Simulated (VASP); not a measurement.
The system is ScAl2Sb2As.

```xyz
6
Lattice="3.2511 -5.4888 0.0000 3.2511 5.4888 0.0000 0.0000 0.0000 3.4757" Properties=species:S:1:pos:R:3 pbc="T T T"
Sc    0.0000    0.0000    0.0000
Al    1.6255   -2.7444    1.7378
Al    1.6255    2.7444    1.7378
Sb    3.2511   -1.8850    0.0000
Sb    3.2511    1.8850    0.0000
As    3.2511    0.0000    1.7378
```

The cell was generated, and may not be a known phase.

- Program: VASP 6.6.1
- Task: relaxation of cell and atoms
- Functional: PBE
- Potentials or basis: VASP PAW PBE potentials, release 64 (Sc_sv, Al, Sb, As)
- Cutoff: 600 eV
- k mesh: 4 × 4 × 6
- Occupations: gaussian, width 0.1 eV
- Spin: no spin polarisation

At the start: pressure 24.4 GPa; volume 20.67 Å³/atom.

Q: How do energy, volume and symmetry change on relaxing?

A: Over 40 steps the energy falls by 755.7 meV/atom and the volume is 23.56 Å³/atom (+13.9 %); space group Cmmm (No. 65, to 0.1 Å) before and after.

Step by step:
| step | energy change (eV) | largest force (eV/Å) | pressure (GPa) | volume (Å³) |
| --- | --- | --- | --- | --- |
| 1 | 0.0000 | 0.8190 | 24.36 | 124.04 |
| 2 | -1.8010 | 0.0917 | -6.17 | 188.80 |
| 3 | -2.4474 | 0.1094 | -0.35 | 159.94 |
| 4 | -2.4472 | 0.1013 | -0.61 | 160.72 |
| 5 | -2.4876 | 0.1048 | -0.48 | 159.31 |
| 6 | -2.6474 | 0.0660 | 0.05 | 154.89 |
| 7 | -3.1820 | 0.0431 | 0.98 | 145.21 |
| 8 | -3.7439 | 0.5455 | 10.52 | 123.18 |
| 9 | -3.8231 | 0.2676 | 6.09 | 129.72 |
| 10 | -3.8277 | 0.4004 | 8.66 | 125.64 |
| 11 | -3.8350 | 0.4092 | 8.69 | 125.57 |
| 12 | -3.8522 | 0.4404 | 8.82 | 125.34 |
| 13 | -3.8646 | 0.5315 | 9.11 | 124.88 |
| 14 | -3.8824 | 0.5238 | 8.89 | 125.17 |
| 15 | -3.9332 | 0.5010 | 8.21 | 126.04 |
| 16 | -4.0238 | 0.4568 | 6.92 | 127.80 |
| 17 | -4.1638 | 0.3704 | 4.59 | 131.37 |
| 18 | -4.2987 | 0.2245 | 0.76 | 138.70 |
| 19 | -4.3063 | 0.1899 | -0.17 | 140.83 |
| 20 | -4.3064 | 0.1846 | -0.30 | 141.16 |
| 21 | -4.3085 | 0.1880 | -0.28 | 141.09 |
| 22 | -4.3145 | 0.1978 | -0.23 | 140.90 |
| 23 | -4.3254 | 0.2323 | -0.10 | 140.51 |
| 24 | -4.3533 | 0.3308 | 0.22 | 139.71 |
| 25 | -4.4414 | 0.3376 | 1.07 | 137.98 |
| 26 | -4.3865 | 0.0543 | 4.33 | 134.07 |
| 27 | -4.4795 | 0.2692 | 1.86 | 136.78 |
| 28 | -4.4829 | 0.2437 | 2.33 | 136.18 |
| 29 | -4.4858 | 0.2341 | 2.32 | 136.26 |
| 30 | -4.4919 | 0.2022 | 2.30 | 136.53 |
| 31 | -4.4903 | 0.1222 | 2.30 | 137.04 |
| 32 | -4.4937 | 0.1704 | 2.29 | 136.75 |
| 33 | -4.5000 | 0.1622 | 2.08 | 137.14 |
| 34 | -4.5156 | 0.1386 | 1.46 | 138.32 |
| 35 | -4.5318 | 0.0954 | 0.31 | 140.70 |
| 36 | -4.5329 | 0.0829 | -0.07 | 141.52 |
| 37 | -4.5329 | 0.0815 | -0.11 | 141.61 |
| 38 | -4.5331 | 0.0763 | -0.10 | 141.59 |
| 39 | -4.5335 | 0.0609 | -0.08 | 141.51 |
| 40 | -4.5340 | 0.0302 | -0.03 | 141.34 |

Final structure:
```
Sc Al Sb As
1.0
     2.67810   -4.71138    0.00000
     2.67810    4.71138    0.00000
     0.00000    0.00000    5.60107
Sc Al Sb As
1 2 2 1
Direct
  0.00000 0.00000 0.00000
  0.50000 0.00000 0.50000
  0.00000 0.50000 0.50000
  0.66716 0.33284 0.00000
  0.33284 0.66716 0.00000
  0.50000 0.50000 0.50000
```

Caveat: a cell axis changed by over 15 % at a fixed basis, so the end point is rough.
